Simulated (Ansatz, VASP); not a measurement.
**MgO2: VASP beside Ansatz**

INCAR

```
PREC = Accurate
ENCUT = 520
EDIFF = 1E-6
ISMEAR = 0
SIGMA = 0.05
LREAL = F
LASPH = T
NELM = 60
ALGO = Normal
ISIF = 2
LWAVE = F
LCHARG = F
GGA = PS
NBANDS = 14
```

The input KPOINTS:

```
Automatic mesh
0
Gamma
  12 12 12
```

Contents of POSCAR:

```
MgO2
1.0
    1.6448800414      0.9496719347      3.4066294030
   -1.6448800414      0.9496719347      3.4066294030
    0.0000000000     -1.8993438694      3.4066294030
Mg O
1 2
Direct
    0.0000000000      0.0000000000      0.0000000000
    0.4287860000      0.4287860000      0.4287860000
    0.5712140000      0.5712140000      0.5712140000
```

Input for Ansatz:

```yaml
crystal:
  lattice:
    - [1.6448800414, 0.9496719347, 3.406629403]
    - [-1.6448800414, 0.9496719347, 3.406629403]
    - [0.0, -1.8993438694, 3.406629403]
  atoms:
    - { symbol: Mg, position: [0.0, 0.0, 0.0] }
    - { symbol: O, position: [0.428786, 0.428786, 0.428786] }
    - { symbol: O, position: [0.571214, 0.571214, 0.571214] }
basis:
  ecutwfc: 420
kpoints:
  mp_grid: { grid: [12, 12, 12] }
hamiltonian:
  xc: pbesol
scf:
  occupations: { method: gaussian, width: 0.05 }
output:
  forces: true
  stress: true
  eigenvalues: true
```

Change from the starting cell: strain +0.025 along x and y, -0.025 along z, atoms carried along.

Alike in both runs: task single point; functional PBEsol; k mesh 12 × 12 × 12; occupations gaussian, width 0.05 eV; no spin polarisation.

|  | VASP | Ansatz |
| --- | --- | --- |
| version | VASP 6.6.1 | Ansatz 0.2.0 |
| potentials or method | VASP PAW PBE potentials, release 64 (Mg, O), cutoff 520 eV | scalar-relativistic, plane waves, PAW |
| valence electrons in the cell | 14 | 22 |

|  | VASP | Ansatz | Ansatz less VASP |
| --- | --- | --- | --- |
| gap on the k mesh at the Fermi level (eV) | 2.76 | 2.78 | +0.026 |
| least direct gap on the mesh (eV) | 2.77 | 2.80 | +0.031 |
| pressure (GPa) | -4.9 | -4.8 | +0.09 |
| traceless stress, the component that is largest in VASP (GPa) | 10.80 | 9.52 | -1.274 |
| rms of the force components (eV/Å) | 0.450 | 0.343 | -0.1075 |

VASP's potentials were made for PBE, not for PBEsol. Atom by atom the forces differ by 0.108 eV/Å (rms over components). With one functional, cell and mesh, what is left measures potentials, basis and numerics. VASP's potentials hold 14 valence electrons a cell and Ansatz's 22, so a difference there can come from the potentials and not from the codes.
